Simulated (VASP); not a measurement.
# SnSe (P6_3/mmc) in VASP: notebook

SnSe is run at these levels: r2SCAN, PBE; tasks: single point, relaxation of cell and atoms.

All numbers are computed with VASP 6.6.1; they aren't measurements. Logs are shortened: lines on timing, memory, paths and dates and some standing lists are left out, and cuts for length are marked.

## Step 1: The cell of the first run

The structure is hexagonal, space group P6_3/mmc (No. 194). The conventional cell has a = 4.138 Å, b = 4.138 Å, c = 7.484 Å, α = 90.00°, β = 90.00°, γ = 120.00°. Sn (site symmetry -3m) has 6 Se at 3.03 Å and 2 Sn at 3.74 Å within 4.0 Å. Se (site symmetry -6m2) has 6 Sn at 3.03 Å within 4.0 Å.

## Step 2: Single point, r2SCAN

Input file POSCAR:

```
SnSe
1.0
    4.1382210447      0.0000000000      0.0000000000
   -2.0691105224      3.5838045512      0.0000000000
    0.0000000000      0.0000000000      7.4840920889
Sn Se
2 2
Direct
    0.0000000000      0.0000000000      0.0000000000
    0.0000000000      0.0000000000      0.5000000000
    0.3333333333      0.6666666667      0.2500000000
    0.6666666667      0.3333333333      0.7500000000
```

Input file INCAR.step1:

```
SYSTEM = SnSe
PREC = Accurate
ENCUT = 520
ISMEAR = -1
SIGMA = 0.02
LREAL = .FALSE.
LASPH = .TRUE.
NELM = 100
NBANDS = 28
GGA = PE
ALGO = Normal
EDIFF = 1E-4
LWAVE = .TRUE.
LCHARG = .FALSE.
```

Input file INCAR.step2:

```
SYSTEM = SnSe
PREC = Accurate
ENCUT = 520
EDIFF = 1E-7
ISMEAR = -1
SIGMA = 0.02
LREAL = .FALSE.
LASPH = .TRUE.
NELM = 100
ALGO = Normal
ISIF = 2
LWAVE = .FALSE.
LCHARG = .FALSE.
METAGGA = R2SCAN
LMIXTAU = .TRUE.
NBANDS = 28
ISTART = 1
```

Input file KPOINTS:

```
regular mesh
0
G
  12 12 4
  0 0 0
```

Potentials or basis: VASP PAW PBE potentials, release 64 (Sn_d, Se).

On the command line:

```
> cat potpaw_PBE.64/Sn_d/POTCAR potpaw_PBE.64/Se/POTCAR > POTCAR
> cp INCAR.step1 INCAR
> mpirun -np 1 vasp_std > vasp.out
> cp INCAR.step2 INCAR
> mpirun -np 1 vasp_std > vasp.out
```

OUTCAR:

```text
SYSTEM = SnSe
   PREC = Accurate
   ENCUT = 520
   EDIFF = 1E-7
   ISMEAR = -1
   LREAL = .FALSE.
   LASPH = .TRUE.
   NELM = 100
   ISIF = 2
   METAGGA = R2SCAN
   ISTART = 1

 ion  position               nearest neighbor table
   1  0.000  0.000  0.000-   3 3.03   4 3.03   4 3.03   3 3.03   4 3.03   3 3.03   2 3.74   2 3.74

   2  0.000  0.000  0.500-   3 3.03   4 3.03   4 3.03   3 3.03   4 3.03   3 3.03   1 3.74   1 3.74

   3  0.333  0.667  0.250-   1 3.03   2 3.03   1 3.03   2 3.03   1 3.03   2 3.03
   4  0.667  0.333  0.750-   1 3.03   2 3.03   1 3.03   2 3.03   1 3.03   2 3.03

  LATTYP: Found a hexagonal cell.
 ALAT       =     4.1382210447
 C/A-ratio  =     1.8085288360

  Lattice vectors:

 A1 = (   4.1382210447,   0.0000000000,   0.0000000000)
 A2 = (  -2.0691105224,   3.5838045512,   0.0000000000)
 A3 = (   0.0000000000,   0.0000000000,   7.4840920889)

Analysis of symmetry for initial positions (statically):
=====================================================================
 Subroutine PRICEL returns:
 Original cell was already a primitive cell.

 Routine SETGRP: Setting up the symmetry group for a
 hexagonal supercell.

 Subroutine GETGRP returns: Found 24 space group operations
 (whereof 12 operations were pure point group operations)
 out of a pool of 24 trial point group operations.

The static configuration has the point symmetry D_3d.
 The point group associated with its full space group is D_6h.

Analysis of symmetry for dynamics (positions and initial velocities):
=====================================================================
 Subroutine PRICEL returns:
 Original cell was already a primitive cell.

 Routine SETGRP: Setting up the symmetry group for a
 hexagonal supercell.

 Subroutine GETGRP returns: Found 24 space group operations
 (whereof 12 operations were pure point group operations)
 out of a pool of 24 trial point group operations.

The dynamic configuration has the point symmetry D_3d.
 The point group associated with its full space group is D_6h.

 Subroutine INISYM returns: Found 24 space group operations
 (whereof 12 operations are pure point group operations),
 and found     1 'primitive' translations

----------------------------------------------------------------------------------------

                                     Primitive cell

  volume of cell :     110.9934

  direct lattice vectors                    reciprocal lattice vectors
     4.138221045  0.000000000  0.000000000     0.241649730  0.139516537  0.000000000
    -2.069110522  3.583804551  0.000000000     0.000000000  0.279033074  0.000000000
     0.000000000  0.000000000  7.484092089     0.000000000  0.000000000  0.133616742

  length of vectors
     4.138221045  4.138221045  7.484092089     0.279033074  0.279033074  0.133616742

  position of ions in fractional coordinates (direct lattice)
     0.000000000  0.000000000  0.000000000
     0.000000000  0.000000000  0.500000000
     0.333333333  0.666666667  0.250000000
     0.666666667  0.333333333  0.750000000

  ion indices of the primitive-cell ions
   primitive index   ion index
                 1           1
                 2           2
                 3           3
                 4           4

----------------------------------------------------------------------------------------

 KPOINTS: regular mesh

Automatic generation of k-mesh.
 Grid dimensions read from file:
 generate k-points for:   12   12    4

 Generating k-lattice:

  Cartesian coordinates                     Fractional coordinates (reciprocal lattice)
     0.020137478  0.011626378  0.000000000     0.083333333  0.000000000  0.000000000
     0.000000000  0.023252756  0.000000000     0.000000000  0.083333333  0.000000000
     0.000000000  0.000000000  0.033404185     0.000000000  0.000000000  0.250000000

  Length of vectors
     0.023252756  0.023252756  0.033404185

  Shift w.r.t. Gamma in fractional coordinates (k-lattice)
     0.000000000  0.000000000  0.000000000

 Subroutine IBZKPT returns following result:
[... 43 lines left out ...]
   NGX = 15   NGY = 15   NGZ = 27

 number of electron      40.0000017 magnetization

 Free energy of the ion-electron system (eV)
  ---------------------------------------------------
  ext. energy  EPLUGINS =         0.00000000
  ---------------------------------------------------
  free energy    TOTEN  =       -79.46326798 eV

  energy without entropy =      -79.46210991  energy(sigma->0) =      -79.46268894

 E-fermi :   5.8228     XC(G=0): -10.0919

 val. band max:        5.6300807644   @ k =   0.0000   0.0000   0.0000
 cond. band min:       5.8433246361   @ k =   0.3333   0.2500   0.5000
 fundamental gap:      0.2132438717
 Fermi energy:         5.8228152091

 k-point     1 :       0.0000    0.0000    0.0000
  band No.  band energies     occupation
      1     -17.1077      2.00000
      2     -17.0879      2.00000
      3     -17.0879      2.00000
      4     -17.0809      2.00000
      5     -17.0808      2.00000
      6     -17.0755      2.00000
[... 20 lines left out ...]
     27      10.7543      0.00000
     28      12.4460      0.00000

 k-point     2 :       0.0833    0.0000    0.0000
  band No.  band energies     occupation
      1     -17.1071      2.00000
      2     -17.0892      2.00000
      3     -17.0871      2.00000
      4     -17.0811      2.00000
      5     -17.0796      2.00000
      6     -17.0760      2.00000
[... 20 lines left out ...]
     27      10.6435      0.00000
     28      11.6272      0.00000

 k-point     3 :       0.1667    0.0000    0.0000
  band No.  band energies     occupation
      1     -17.1055      2.00000
      2     -17.0929      2.00000
      3     -17.0854      2.00000
      4     -17.0820      2.00000
      5     -17.0772      2.00000
      6     -17.0763      2.00000
[... 20 lines left out ...]
     27      10.8012      0.00000
     28      11.4364      0.00000

 k-point     4 :       0.2500    0.0000    0.0000
  band No.  band energies     occupation
      1     -17.1042      2.00000
      2     -17.0979      2.00000
      3     -17.0844      2.00000
      4     -17.0835      2.00000
      5     -17.0781      2.00000
      6     -17.0718      2.00000
[... 578 lines left out ...]
     27      11.3207      0.00000
     28      12.3935      0.00000

 k-point    23 :       0.2500    0.0000    0.2500
  band No.  band energies     occupation
      1     -17.0982      2.00000
      2     -17.0932      2.00000
      3     -17.0850      2.00000
      4     -17.0819      2.00000
      5     -17.0768      2.00000
      6     -17.0728      2.00000
[... 20 lines left out ...]
     27      11.1355      0.00000
     28      12.6419      0.00000

 k-point    24 :       0.3333    0.0000    0.2500
  band No.  band energies     occupation
      1     -17.1024      2.00000
      2     -17.0927      2.00000
      3     -17.0872      2.00000
      4     -17.0815      2.00000
      5     -17.0771      2.00000
      6     -17.0695      2.00000
[... 20 lines left out ...]
     27      11.1355      0.00000
     28      12.5457      0.00000

 [... further k-points ...]
[... 5 lines left out ...]
  --------------------------------------------------------------------------------------
  -------------------------------------------------------------------------------------
  Total       -0.1368777     -0.1368777     -0.0178815      0.0000000     -0.0000000      0.0000000
  in kB       -1.9758144     -1.9758144     -0.2581170      0.0000000     -0.0000000      0.0000000
  external PRESSURE =      -1.4032486 kB  Pullay stress =       0.0000000 kB

 VOLUME and BASIS-vectors are now :
 -----------------------------------------------------------------------------
  energy-cutoff  :      520.00
  volume of cell :      110.99
      direct lattice vectors                 reciprocal lattice vectors
     4.138221045  0.000000000  0.000000000     0.241649730  0.139516537  0.000000000
    -2.069110522  3.583804551  0.000000000     0.000000000  0.279033074  0.000000000
     0.000000000  0.000000000  7.484092089     0.000000000  0.000000000  0.133616742

 POSITION                                       TOTAL-FORCE (eV/Angst)
 -----------------------------------------------------------------------------------
      0.00000      0.00000      0.00000        -0.000000     -0.000000      0.000000
      0.00000      0.00000      3.74205        -0.000000     -0.000000      0.000000
     -0.00000      2.38920      1.87102         0.000000      0.000000     -0.000000
      2.06911      1.19460      5.61307        -0.000000     -0.000000      0.000000
 -----------------------------------------------------------------------------------
    total drift:                                0.000000     -0.000000      0.000000

  FREE ENERGIE OF THE ION-ELECTRON SYSTEM (eV)
  ---------------------------------------------------
  free  energy   TOTEN  =       -79.4632679790 eV

  energy  without entropy=      -79.4621099077  energy(sigma->0) =      -79.46268894
```

It took 7.3 min on 1 thread of Intel Xeon Platinum 8259CL at 2.50GHz (Skylake/Cascade Lake), shared host; peak memory 0.34 GiB.

What came out:

| Property | Result |
| --- | --- |
| Free energy | -79.4633 eV |
| Pressure | -0.1 GPa |
| Band gap on the k mesh | zero (band 20 reaches 6.10 eV, above the bottom of band 21 at 5.46 eV) |

Caveat: the PAW data sets were made with another functional, which shifts forces and pressure a little; spin-orbit coupling is left out, which moves the levels of the heavy elements.

## Step 3: Single point, PBE

This run uses another cell than the first one, of 28.24 Å³/atom, 1.018 times its volume.

Input file INCAR:

```
SYSTEM = SnSe
ALGO     = Normal         ! electronic algorithm
EDIFF    = 1E-6           ! SCF threshold, eV
ENCUT    = 520            ! plane-wave cutoff, eV
GGA      = PE             ! functional
ISIF     = 2              ! what is computed and relaxed
ISMEAR   = -1             ! smearing method
LASPH    = .True.         ! aspherical terms in the spheres
LCHARG   = .True.         ! write CHGCAR
LELF     = .True.         ! ELF
LREAL    = .False.        ! projectors in reciprocal space
LVHAR    = .True.       
LWAVE    = .False.        ! write WAVECAR
NBANDS   = 28             ! bands
NELM     = 100            ! most SCF steps
PREC     = Accurate       ! precision mode
SIGMA    = 0.02           ! smearing width, eV
```

Input file KPOINTS:

```
k-points
0
Gamma
  12 12 4
  0 0 0
```

Input file POSCAR:

```
SnSe
1.0
    4.1677160967      0.0000000000      0.0000000000
   -2.0838580484      3.6093480155      0.0000000000
    0.0000000000      0.0000000000      7.5081356780
Sn Se
2 2
Direct
    0.0000000000      0.0000000000      0.0000000000
    0.0000000000      0.0000000000      0.5000000000
    0.3333333333      0.6666666667      0.2500000000
    0.6666666667      0.3333333333      0.7500000000
```

Potentials or basis: VASP PAW PBE potentials, release 64 (Sn_d, Se).

On the command line:

```
> cat potpaw_PBE.64/Sn_d/POTCAR potpaw_PBE.64/Se/POTCAR > POTCAR
> mpirun -np 1 vasp_std > vasp.out
```

It took 86 s on 1 thread of Intel Xeon Platinum 8375C at 2.90GHz (Ice Lake), shared host; peak memory 0.32 GiB.

The run converged. Its results:

```yaml
Free_energy: -16.1957 eV
Pressure: 0.0 GPa
Band_gap_on_the_k_mesh: zero (band 20 reaches 5.91 eV, above the bottom of band 21 at 5.18 eV)
```

Levels at points of the mesh, in eV from the Fermi level:
```csv
k point,band 18,band 19,band 20,band 21,band 22,band 23
"(0.00, 0.00, 0.00)",-1.95,-1.95,-0.37,0.74,2.42,2.42
"(0.50, 0.00, 0.00)",-2.16,-1.93,-0.94,-0.44,0.95,1.74
"(0.00, 0.00, 0.50)",-2.11,-1.69,-1.69,2.23,2.23,2.30
"(0.50, 0.00, 0.50)",-3.03,-3.01,-3.01,1.81,1.81,2.40
```

Caveat: spin-orbit coupling is left out, which moves the levels of the heavy elements.

## Step 4: Relaxation of cell and atoms, PBE

This run uses another cell than the first one, of 19.79 Å³/atom, 0.713 times its volume.

Input file INCAR:

```
SYSTEM = SnSe
  PREC = Accurate
  ENCUT = 600
  EDIFF = 1E-7
  ISMEAR = -1
  SIGMA = 0.02
  LREAL = .FALSE.
  LASPH = .TRUE.
  NELM = 100
  ALGO = Normal
  ISIF = 3
  LWAVE = .FALSE.
  LCHARG = .FALSE.
  GGA = PE
  IBRION = 2
  NSW = 80
  EDIFFG = -0.005
```

Input file KPOINTS:

```
Automatic mesh
0
G
  12 12 4
  0 0 0
```

Input file POSCAR:

```
SnSe
1.0
    3.8274210300      0.0000000000      0.0000000000
   -1.9137105150      3.3146438430      0.0000000000
    0.0000000000      0.0000000000      6.2386962789
Sn Se
2 2
Direct
    0.0000000000      0.0000000000      0.0000000000
    0.0000000000      0.0000000000      0.5000000000
    0.3333333333      0.6666666667      0.2500000000
    0.6666666667      0.3333333333      0.7500000000
```

On the command line:

```
> cat potpaw_PBE.64/Sn_d/POTCAR potpaw_PBE.64/Se/POTCAR > POTCAR
> mpirun -np 1 vasp_std > vasp.out
```

Wall time 10 min (1 thread of Intel Xeon Platinum 8375C at 2.90GHz (Ice Lake), shared host); peak memory 0.3 GiB.

Results (log left out):

```
Free energy                            : -16.1896 eV
Relaxed volume                         : 28.23 Å³/atom
Relaxed cell                           : a = 4.167 Å, b = 4.167 Å, c = 7.509 Å, α = 90.00°, β = 90.00°, γ = 120.00°
Space group after relaxing (to 0.05 Å) : P6_3/mmc (No. 194)
Energy gained by relaxing              : 778.5 meV/atom
Ionic steps                            : 12
Pressure after relaxing                : 0.0 GPa
Band gap on the k mesh                 : zero (band 20 reaches 5.92 eV, above the bottom of band 21 at 5.18 eV)
```

The path:
```tsv
step	energy change (eV)	largest force (eV/Å)	pressure (GPa)	volume (Å³)
1	0.0000	0.0000	37.91	79.15
2	-2.2637	0.0000	-6.78	145.73
3	-3.0776	0.0000	0.04	114.31
4	-3.0773	0.0000	-0.27	115.10
5	-3.0911	0.0000	-0.31	114.95
6	-3.1112	0.0000	-0.46	114.37
7	-3.1119	0.0000	-0.49	114.26
8	-3.1125	0.0000	0.44	112.00
9	-3.1138	0.0000	0.01	113.01
10	-3.1138	0.0000	0.02	112.99
11	-3.1139	0.0000	0.02	112.96
12	-3.1139	0.0000	0.01	112.91
```

Final structure:
```
CELL_PARAMETERS angstrom
4.16688 0.00000 0.00000
-2.08344 3.60863 0.00000
0.00000 0.00000 7.50924
ATOMIC_POSITIONS crystal
Sn 0.00000 0.00000 0.00000
Sn 0.00000 0.00000 0.50000
Se 0.33333 0.66667 0.25000
Se 0.66667 0.33333 0.75000
```

Levels at points of the mesh, in eV from the Fermi level:
```csv
k point,band 16,band 17,band 18,band 19,band 20,band 21,band 22,band 23,band 24
"(0.00, 0.00, 0.00)",-2.27,-2.27,-1.95,-1.95,-0.37,0.74,2.42,2.42,2.45
"(0.50, 0.00, 0.00)",-4.83,-3.55,-2.16,-1.92,-0.94,-0.44,0.95,1.74,3.35
"(0.00, 0.00, 0.50)",-2.11,-2.11,-2.11,-1.69,-1.69,2.23,2.23,2.30,2.30
"(0.50, 0.00, 0.50)",-3.79,-3.03,-3.03,-3.01,-3.01,1.81,1.81,2.40,2.40
```

Caveat: the volume moved by over 15 % at a fixed basis, so the end points are rough; spin-orbit coupling is left out, which moves the levels of the heavy elements.

## Step 5: Single point, r2SCAN

Input file POSCAR:

```
SnSe
1.0
    4.1382210447      0.0000000000      0.0000000000
   -2.0691105224      3.5838045512      0.0000000000
    0.0000000000      0.0000000000      7.4840920889
Sn Se
2 2
Direct
    0.0000000000      0.0000000000      0.0000000000
    0.0000000000      0.0000000000      0.5000000000
    0.3333333333      0.6666666667      0.2500000000
    0.6666666667      0.3333333333      0.7500000000
```

Input file INCAR.step1:

```
SYSTEM = SnSe
ALGO     = Normal         ! electronic algorithm
EDIFF    = 1E-4           ! SCF threshold, eV
ENCUT    = 520            ! plane-wave cutoff, eV
GGA      = PE             ! functional
ISMEAR   = -1             ! smearing method
LASPH    = .True.         ! aspherical terms in the spheres
LCHARG   = .False.        ! write CHGCAR
LREAL    = .False.        ! projectors in reciprocal space
LWAVE    = .True.         ! write WAVECAR
NBANDS   = 28             ! bands
NELM     = 100            ! most SCF steps
PREC     = Accurate       ! precision mode
SIGMA    = 0.02           ! smearing width, eV
```

Input file INCAR.step2:

```
SYSTEM = SnSe
ALGO     = Normal         ! electronic algorithm
EDIFF    = 1E-7           ! SCF threshold, eV
ENCUT    = 520            ! plane-wave cutoff, eV
ISIF     = 2              ! what is computed and relaxed
ISMEAR   = -1             ! smearing method
ISTART   = 1            
LASPH    = .True.         ! aspherical terms in the spheres
LCHARG   = .False.        ! write CHGCAR
LMIXTAU  = .True.       
LREAL    = .False.        ! projectors in reciprocal space
LWAVE    = .False.        ! write WAVECAR
METAGGA  = R2SCAN         ! meta-GGA
NBANDS   = 28             ! bands
NELM     = 100            ! most SCF steps
PREC     = Accurate       ! precision mode
SIGMA    = 0.02           ! smearing width, eV
```

Input file KPOINTS:

```
k-points
0
Gamma
  6 6 4
  0 0 0
```

On the command line:

```
> cat potpaw_PBE.64/Sn_d/POTCAR potpaw_PBE.64/Se/POTCAR > POTCAR
> cp INCAR.step1 INCAR
> mpirun -np 1 vasp_std > vasp.out
> cp INCAR.step2 INCAR
> mpirun -np 1 vasp_std > vasp.out
```

Wall time 2.4 min (1 thread of Intel Xeon Platinum 8375C at 2.90GHz (Ice Lake), shared host); peak memory 0.27 GiB.

The run converged. Its results:

```yaml
Free_energy: -79.4738 eV
Pressure: 0.0 GPa
Band_gap_on_the_k_mesh: zero (band 20 reaches 6.11 eV, above the bottom of band 21 at 5.47 eV)
```

Levels at points of the mesh, in eV from the Fermi level:
```
           k point  band 18  band 19  band 20  band 21  band 22  band 23
(0.00, 0.00, 0.00)    -1.97    -1.97     0.12     1.15     2.79     2.79
(0.50, 0.00, 0.00)    -2.20    -1.90    -0.72    -0.05     1.24     2.03
(0.00, 0.00, 0.50)    -2.14    -1.44    -1.44     2.69     2.69     2.69
(0.50, 0.00, 0.50)    -3.08    -2.99    -2.99     2.22     2.22     2.87
```

Caveat: the PAW data sets were made with another functional, which shifts forces and pressure a little; spin-orbit coupling is left out, which moves the levels of the heavy elements.

## Step 6: Overview

| task | level | cell | k mesh | cutoff (eV) | gap on the mesh (eV) | pressure (GPa) |
| --- | --- | --- | --- | --- | --- | --- |
| single point | r2SCAN | a = 4.138, b = 4.138, c = 7.484 Å, angles 90.0, 90.0, 120.0°, 4 atoms | 12 × 12 × 4 | 520 | none | -0.1 |
| single point | PBE | a = 4.168, b = 4.168, c = 7.508 Å, angles 90.0, 90.0, 120.0°, 4 atoms | 12 × 12 × 4 | 520 | none | 0.0 |
| relaxation of cell and atoms | PBE | relaxed from a = 3.827, b = 3.827, c = 6.239 Å, angles 90.0, 90.0, 120.0°, 4 atoms | 12 × 12 × 4 | 600 | none | 0.0 |
| single point | r2SCAN | a = 4.138, b = 4.138, c = 7.484 Å, angles 90.0, 90.0, 120.0°, 4 atoms | 6 × 6 × 4 | 520 | none | 0.0 |

Alike in all rows: potentials or basis VASP PAW PBE potentials, release 64 (Sn_d, Se); no spin polarisation; smearing fermi-dirac 0.02 eV.

Caveats: spin-orbit coupling is left out, which moves the levels of the heavy elements; the PAW data sets were made with another functional, which shifts forces and pressure a little (some runs); the volume moved by over 15 % at a fixed basis, so the end points are rough (some runs).

Total energies depend on the potentials used, so only differences within one code and one set of settings carry meaning.
